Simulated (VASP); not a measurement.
Runs of VASP 6.6.1 on PbS (Galena). The structure is that of space group Fm-3m (No. 225), or close to it. The cells are those of the table. 

```tsv
cell	gap on the mesh (eV)	pressure (GPa)
a = 4.109 Å, angles 60.0°, 2 atoms	0.11	6.5
a = 4.236 Å, angles 60.0°, 2 atoms	0.47	(c)
a = 4.152 Å, angles 60.0°, 2 atoms	(a)	4.2
a = 4.194 Å, angles 60.0°, 2 atoms	0.36	2.2
a = 4.276 Å, angles 60.0°, 2 atoms	(b)	-1.0
```

Alike in all rows: task single point; level PBE; potentials or basis VASP PAW PBE potentials, release 64 (Pb_d, S); no spin polarisation; k mesh 12 × 12 × 12; cutoff (eV) 520; smearing gaussian 0.02 eV.

Question: Estimate the missing entries.

Answer: (a) 0.25; (b) 0.56; (c) 0.4.

Caveats: spin-orbit coupling is left out, which moves the levels of the heavy elements.

A k mesh can miss the band edges, and the runs leave out spin-orbit coupling on Pb.
